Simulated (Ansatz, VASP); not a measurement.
Pt in VASP and in Ansatz

```
Pt
1.0
     0.00000    1.94743    1.94743
     1.94743    0.00000    1.94743
     1.94743    1.94743    0.00000
Pt
1
Direct
  0.00000 0.00000 0.00000
```

Alike in both runs: task single point; functional LDA; k mesh 14 × 14 × 14; occupations fermi-dirac, width 0.01 eV; no spin polarisation.

```csv
,VASP,Ansatz
version,VASP 6.6.1,Ansatz 0.2.0
potentials or method,"VASP PAW LDA potentials, release 64 (Pt), cutoff 520 eV","plane waves (420 eV) with PAW, scalar-relativistic"
valence electrons in the cell,10,18
```

|  | VASP | Ansatz | Ansatz less VASP |
| --- | --- | --- | --- |
| pressure (GPa) | 0.3 | -0.5 | -0.75 |

Ansatz warns that its potentials were made for another functional, while VASP's fit it. LDA's correlation is that of Perdew and Zunger in VASP and of Perdew and Wang (1992) in Ansatz. VASP's potentials hold 10 valence electrons a cell and Ansatz's 18, so a difference there can come from the potentials and not from the codes.

Neither program's run includes spin-orbit coupling.
